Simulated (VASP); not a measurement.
# Co (P6_3/mmc) in VASP: single point with PBEsol

Aim: the single point of Co with PBEsol.

Program: VASP 6.6.1. These are calculated values, not measurements. Logs are shortened: lines on timing, memory, paths and dates and some standing lists are left out, and cuts for length are marked.

**1. The cell of the first run**

Symmetry: P6_3/mmc, No. 194, hexagonal system. Conventional cell: a = 2.507 Å, b = 2.507 Å, c = 4.070 Å, α = 90.00°, β = 90.00°, γ = 120.00°. Co (site symmetry -6m2) has 12 Co at 2.50 to 2.51 Å within 3.3 Å.

**2. Single point, PBEsol, collinear spin, ferromagnetic start**

INCAR reads:

```
SYSTEM = Co
PREC = Accurate
ENCUT = 520
EDIFF = 1E-6
ISMEAR = -1
SIGMA = 0.05
LREAL = .False.
LASPH = .True.
NELM = 150
ALGO = Normal
ISIF = 2
LWAVE = .False.
LCHARG = .False.
ISPIN = 2
MAGMOM = 3.2 3.2
LORBIT = 11
LMAXMIX = 4
GGA = PS
NBANDS = 20
```

KPOINTS reads:

```
Automatic mesh
0
Gamma
  14 14 8
  0 0 0
```

POSCAR reads:

```
Co
1.0
    2.5074000000      0.0000000000      0.0000000000
   -1.2537000000      2.1714720000      0.0000000000
    0.0000000000      0.0000000000      4.0699000000
Co
2
Direct
    0.3333333333      0.6666666667      0.2500000000
    0.6666666667      0.3333333333      0.7500000000
```

Potentials or basis: VASP PAW PBE potentials, release 64 (Co).

On the command line:

```console
> cat potpaw_PBE.64/Co/POTCAR > POTCAR
> mpirun -np 1 vasp_std > vasp.out
```

OUTCAR:

```text
SYSTEM = Co
   PREC = Accurate
   ENCUT = 520
   EDIFF = 1E-6
   ISMEAR = -1
   LREAL = .False.
   LASPH = .True.
   NELM = 150
   ISIF = 2
   ISPIN = 2
   LORBIT = 11
   GGA = PS

 ion  position               nearest neighbor table
   1  0.333  0.667  0.250-   2 2.50   2 2.50   2 2.50   2 2.50   2 2.50   2 2.50
   2  0.667  0.333  0.750-   1 2.50   1 2.50   1 2.50   1 2.50   1 2.50   1 2.50

  LATTYP: Found a hexagonal cell.
 ALAT       =     2.5074000000
 C/A-ratio  =     1.6231554598

  Lattice vectors:

 A1 = (   2.5074000000,   0.0000000000,   0.0000000000)
 A2 = (  -1.2537000000,   2.1714720000,   0.0000000000)
 A3 = (   0.0000000000,   0.0000000000,   4.0699000000)

Analysis of symmetry for initial positions (statically):
=====================================================================
 Subroutine PRICEL returns:
 Original cell was already a primitive cell.

 Routine SETGRP: Setting up the symmetry group for a
 hexagonal supercell.

 Subroutine GETGRP returns: Found 24 space group operations
 (whereof 12 operations were pure point group operations)
 out of a pool of 24 trial point group operations.

The static configuration has the point symmetry D_3d.
 The point group associated with its full space group is D_6h.

Analysis of symmetry for dynamics (positions and initial velocities):
=====================================================================
 Subroutine PRICEL returns:
 Original cell was already a primitive cell.

 Routine SETGRP: Setting up the symmetry group for a
 hexagonal supercell.

 Subroutine GETGRP returns: Found 24 space group operations
 (whereof 12 operations were pure point group operations)
 out of a pool of 24 trial point group operations.

The dynamic configuration has the point symmetry D_3d.
 The point group associated with its full space group is D_6h.

Analysis of structural, dynamic, and magnetic symmetry:
=====================================================================
 Subroutine PRICEL returns:
 Original cell was already a primitive cell.

 Routine SETGRP: Setting up the symmetry group for a
 hexagonal supercell.

 Subroutine GETGRP returns: Found 24 space group operations
 (whereof 12 operations were pure point group operations)
 out of a pool of 24 trial point group operations.

The overall configuration has the point symmetry D_3d.
 The point group associated with its full space group is D_6h.

 Subroutine INISYM returns: Found 24 space group operations
 (whereof 12 operations are pure point group operations),
 and found     1 'primitive' translations

----------------------------------------------------------------------------------------

                                     Primitive cell

  volume of cell :      22.1596

  direct lattice vectors                    reciprocal lattice vectors
     2.507400000  0.000000000  0.000000000     0.398819494  0.230258553  0.000000000
    -1.253700000  2.171472000  0.000000000     0.000000000  0.460517105  0.000000000
     0.000000000  0.000000000  4.069900000     0.000000000  0.000000000  0.245706283

  length of vectors
     2.507400000  2.507399916  4.069900000     0.460517090  0.460517105  0.245706283

  position of ions in fractional coordinates (direct lattice)
     0.333333333  0.666666667  0.250000000
     0.666666667  0.333333333  0.750000000

  ion indices of the primitive-cell ions
   primitive index   ion index
                 1           1
                 2           2

----------------------------------------------------------------------------------------

 KPOINTS: Automatic mesh

Automatic generation of k-mesh.
 Grid dimensions read from file:
 generate k-points for:   14   14    8

 Generating k-lattice:

  Cartesian coordinates                     Fractional coordinates (reciprocal lattice)
     0.028487107  0.016447039  0.000000000     0.071428571  0.000000000  0.000000000
     0.000000000  0.032894079  0.000000000     0.000000000  0.071428571  0.000000000
     0.000000000  0.000000000  0.030713285     0.000000000  0.000000000  0.125000000

  Length of vectors
     0.032894078  0.032894079  0.030713285

  Shift w.r.t. Gamma in fractional coordinates (k-lattice)
     0.000000000  0.000000000  0.000000000

 Subroutine IBZKPT returns following result:
 ===========================================

 Found    120 irreducible k-points:

 Following reciprocal coordinates:
            Coordinates               Weight
  0.000000  0.000000  0.000000      1.000000
  0.071429 -0.000000  0.000000      6.000000
  0.142857 -0.000000  0.000000      6.000000
  0.214286 -0.000000  0.000000      6.000000
  0.285714 -0.000000  0.000000      6.000000
  0.357143  0.000000  0.000000      6.000000
[... 16 lines left out ...]
  0.285714  0.285714  0.000000      6.000000
  0.357143  0.285714  0.000000      6.000000
 [... further k-points ...]
   k-points           NKPTS =    120   k-points in BZ     NKDIM =    120   number of bands    NBANDS=     20
   number of dos      NEDOS =    301   number of ions     NIONS =      2
   total plane-waves  NPLWV =  12000
   dimension x,y,z NGX =    20 NGY =   20 NGZ =   30
   dimension x,y,z NGXF=    40 NGYF=   40 NGZF=   60
   ions per type =               2
   NGX,Y,Z   is equivalent  to a cutoff of  13.26, 13.26, 12.25 a.u.
   NGXF,Y,Z  is equivalent  to a cutoff of  26.52, 26.52, 24.51 a.u.
 SYSTEM =  Co
   PREC   = accura    normal or accurate (medium, high low for compatibility)
   ISTART =      0    job   : 0-new  1-cont  2-samecut
   ICHARG =      2    charge: 1-file 2-atom 10-const
   ISPIN  =      2    spin polarized calculation?
   LNONCOLLINEAR =      F non collinear calculations
   LSORBIT =      F    spin-orbit coupling
   LASPH  =      T    aspherical Exc in radial PAW
   ENCUT  =  520.0 eV  38.22 Ry    6.18 a.u.   4.66  4.66  7.57*2*pi/ulx,y,z
   NELM   =    150;   NELMIN=  2; NELMDL= -5     # of ELM steps
   EDIFF  = 0.1E-05   stopping-criterion for ELM
   LREAL  =      F    real-space projection
   EDIFFG = 0.1E-04   stopping-criterion for IOM
   NSW    =      0    number of steps for IOM
   IBRION =     -1    ionic relax: 0-MD 1-quasi-New 2-CG
   NFREE  =      0    steps in history (QN), initial steepest desc. (CG)
   ISIF   =      2    stress and relaxation
   ISYM   =      2    0-nonsym 1-usesym 2-fastsym
   POTIM  = 0.5000    time-step for ionic-motion
   TEBEG  =    0.0;   TEEND  =   0.0 temperature during run
   PSTRESS=    0.0 pullay stress
   NELECT =      18.0000    total number of electrons
   NUPDOWN=      -1.0000    fix difference up-down
   EMIN   =  10.00;   EMAX   =-10.00  energy-range for DOS
   EFERMI =   0.00;   METHOD = LEGACY
   ISMEAR =    -1;   SIGMA  =   0.05  broadening in eV -4-tet -1-fermi 0-gaus
   EFERMI_NEDOS =   21; number of points for ismear=-14 and -15
   IALGO  =     38    algorithm
   IMIX   =      4    mixing-type and parameters
     AMIX     =   0.40;   BMIX     =  1.00
     AMIX_MAG =   1.60;   BMIX_MAG =  1.00
  volume/ion in A,a.u.               =      11.08        74.77
  Fermi-wavevector in a.u.,A,eV,Ry     =   1.527490  2.886538 31.745476  2.333227
  Thomas-Fermi vector in A             =   2.635379
   LORBIT       =     11    0 simple, 1 ext, 2 COOP (PROOUT), +10 PAW based schemes
   GGA     = PS    functional components
   LHFCALC =     F    Hartree Fock is set to
   AEXX    =    0.0000 exact exchange contribution
   IVDW    =     0    specifies the selected vdW correction
   LEPSILON=     F    determine dielectric tensor
   LRPA    =     F    only Hartree local field effects (RPA)
 spin polarized calculation
  energy-cutoff  :      520.00
  volume of cell :       22.16
 maximum number of plane-waves:       610
 NGX is ok and might be reduce to    20
   NGX =  9   NGY =  9   NGZ = 15

 number of electron      18.0000002 magnetization       3.2031994

 Free energy of the ion-electron system (eV)
  ---------------------------------------------------
  ext. energy  EPLUGINS =         0.00000000
  ---------------------------------------------------
  free energy    TOTEN  =       -15.40284933 eV

  energy without entropy =      -15.38548662  energy(sigma->0) =      -15.39416798

 E-fermi :   9.7808     XC(G=0): -13.4547

 val. band max:        9.7802668018   @ k =   0.2857   0.1429   0.1250
 cond. band min:       9.7882269291   @ k =   0.3571   0.1429   0.5000
 fundamental gap:      0.0079601273
 Fermi energy:         9.7808116105

 spin component 1

 k-point     1 :       0.0000    0.0000    0.0000
  band No.  band energies     occupation
      1       0.9319      1.00000
      2       4.7310      1.00000
      3       7.2008      1.00000
      4       7.2434      1.00000
      5       7.2434      1.00000
      6       7.5422      1.00000
[... 12 lines left out ...]
     19      35.3217      0.00000
     20      35.3218      0.00000
[... 507 lines left out ...]
 k-point    24 :       0.3571    0.2857    0.0000
  band No.  band energies     occupation
      1       5.5774      1.00000
      2       5.8622      1.00000
      3       5.9153      1.00000
      4       6.2698      1.00000
      5       6.9369      1.00000
      6       7.0453      1.00000
[... 12 lines left out ...]
     19      26.2052      0.00000
     20      41.9606      0.00000

 [... further k-points ...]

 spin component 2

 k-point     1 :       0.0000    0.0000    0.0000
  band No.  band energies     occupation
      1       0.9802      1.00000
      2       5.6774      1.00000
      3       8.8072      1.00000
      4       8.8548      1.00000
      5       8.8548      1.00000
      6       9.2046      0.99999
[... 12 lines left out ...]
     19      35.6493      0.00000
     20      35.6493      0.00000
[... 507 lines left out ...]
 k-point    24 :       0.3571    0.2857    0.0000
  band No.  band energies     occupation
      1       6.8794      1.00000
      2       6.8815      1.00000
      3       7.0601      1.00000
      4       7.2303      1.00000
      5       8.4271      1.00000
      6       8.5174      1.00000
[... 12 lines left out ...]
     19      26.6039      0.00000
     20      42.1728      0.00000

 [... further k-points ...]
[... 5 lines left out ...]
  --------------------------------------------------------------------------------------
  -------------------------------------------------------------------------------------
  Total       -1.9485183     -1.9485181     -2.1577551      0.0000000     -0.0000000     -0.0000000
  in kB     -140.8813380   -140.8813254   -156.0095354      0.0000000     -0.0000000     -0.0000000
  external PRESSURE =    -145.9240663 kB  Pullay stress =       0.0000000 kB

 VOLUME and BASIS-vectors are now :
 -----------------------------------------------------------------------------
  energy-cutoff  :      520.00
  volume of cell :       22.16
      direct lattice vectors                 reciprocal lattice vectors
     2.507400000  0.000000000  0.000000000     0.398819494  0.230258553  0.000000000
    -1.253700000  2.171472000  0.000000000     0.000000000  0.460517105  0.000000000
     0.000000000  0.000000000  4.069900000     0.000000000  0.000000000  0.245706283

 POSITION                                       TOTAL-FORCE (eV/Angst)
 -----------------------------------------------------------------------------------
     -0.00000      1.44765      1.01747         0.000000     -0.000000      0.000000
      1.25370      0.72382      3.05242        -0.000000      0.000000      0.000000
 -----------------------------------------------------------------------------------
    total drift:                                0.000000     -0.000000     -0.000000

  FREE ENERGIE OF THE ION-ELECTRON SYSTEM (eV)
  ---------------------------------------------------
  free  energy   TOTEN  =       -15.4028493306 eV

  energy  without entropy=      -15.3854866203  energy(sigma->0) =      -15.39416798

 total charge

# of ion       s       p       d       tot
------------------------------------------
    1        0.480   0.506   7.245   8.231
    2        0.480   0.506   7.245   8.231
--------------------------------------------------
tot          0.959   1.012  14.490  16.461

 magnetization (x)

# of ion       s       p       d       tot
------------------------------------------
    1       -0.015  -0.051   1.688   1.621
    2       -0.015  -0.051   1.688   1.621
--------------------------------------------------
tot         -0.030  -0.102   3.375   3.243
```

Wall time 72 s (1 thread of AMD EPYC 7R13 (Zen 3), shared host); peak memory 0.16 GiB.

Results:

| Item | Value |
| --- | --- |
| Free energy | -15.4028 eV |
| Pressure | -14.6 GPa |
| Net moment | 3.20 μB per cell |
| Site moments | Co +1.62 μB |
| Valence electrons inside the program's atomic spheres | Co 8.23 |

Stress tensor (GPa, compression positive):
```
-14.09   0.00   0.00
  0.00 -14.09   0.00
  0.00   0.00 -15.60
```

Caveat: the PAW data sets were made with another functional, which shifts forces and pressure a little.
